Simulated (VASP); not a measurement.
Crystal: ZrIn.

```
Zr In
1.0
     5.45183    0.00000    0.00000
     4.49109    3.09072    0.00000
     4.49109    1.39604    2.75747
Zr In
1 1
Cartesian
  7.2170 2.2434 1.3787
  0.0000 0.0000 0.0000
```

- Program: VASP 6.6.1
- Task: relaxation of cell and atoms
- Functional: LDA
- Potentials or basis: VASP PAW LDA potentials, release 64 (Zr_sv, In_d)
- Cutoff: 600 eV
- k mesh: 9 × 9 × 9
- Occupations: gaussian, width 0.1 eV
- Spin: no spin polarisation

At the start: pressure -6.6 GPa; volume 23.23 Å³/atom.

**Question.** How do energy, volume and symmetry change on relaxing?

**Answer.** Over 5 steps the energy falls by 37.8 meV/atom and the volume is 21.50 Å³/atom (-7.4 %); space group R-3m (No. 166, to 0.1 Å) before and after.

Step by step:
```csv
step,energy change (eV),largest force (eV/Å),pressure (GPa),volume (Å³)
1,0.0000,0.0000,-6.63,46.46
2,-0.0113,0.0000,7.80,40.29
3,-0.0753,0.0000,-0.09,43.10
4,-0.0753,0.0000,0.06,43.03
5,-0.0756,0.0000,0.06,43.01
```

Final structure:
```
Zr In
1.0
     5.31925    0.00302    0.00186
     4.38359    3.01307    0.00186
     4.38359    1.36262    2.68735
Zr In
1 1
Direct
  0.50000 0.50000 0.50000
  0.00000 0.00000 0.00000
```
